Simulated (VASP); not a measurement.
Input of a VASP 6.6.1 run:

INCAR

```
ALGO = Normal
EDIFF = 1E-6
ENCUT = 520
GGA = PE
ISIF = 2
ISMEAR = 0
LASPH = T
LCHARG = T
LELF = T
LREAL = F
LVHAR = T
LWAVE = F
NBANDS = 11
NELM = 60
PREC = Accurate
SIGMA = 0.05
```

Contents of KPOINTS:

```
k-points
0
Gamma
  12 12 10
```

Contents of POSCAR:

```
MgB2
1.0
    3.0946431169      0.0000000000      0.0000000000
   -1.5473215585      2.6800395549      0.0000000000
    0.0000000000      0.0000000000      3.5459102094
Mg B
1 2
Direct
    0.0000000000      0.0000000000      0.0000000000
    0.3333333333      0.6666666667      0.5000000000
    0.6666666667      0.3333333333      0.5000000000
```

Potentials or basis: VASP PAW PBE potentials, release 64 (Mg, B).

Run with:

```sh
$ cat potpaw_PBE.64/Mg/POTCAR potpaw_PBE.64/B/POTCAR > POTCAR
$ mpirun -np 1 vasp_std > vasp.out
```

**Question.** Estimate the pressure.

**Answer.** -3.0 GPa.

**Question.** Estimate the band gap on the k mesh.

**Answer.** Zero (band 4 reaches 6.94 eV, above the bottom of band 5 at 3.20 eV).

Stress tensor (GPa, compression positive):
```
-2.95  0.00  0.00
 0.00 -2.95  0.00
 0.00  0.00 -3.16
```
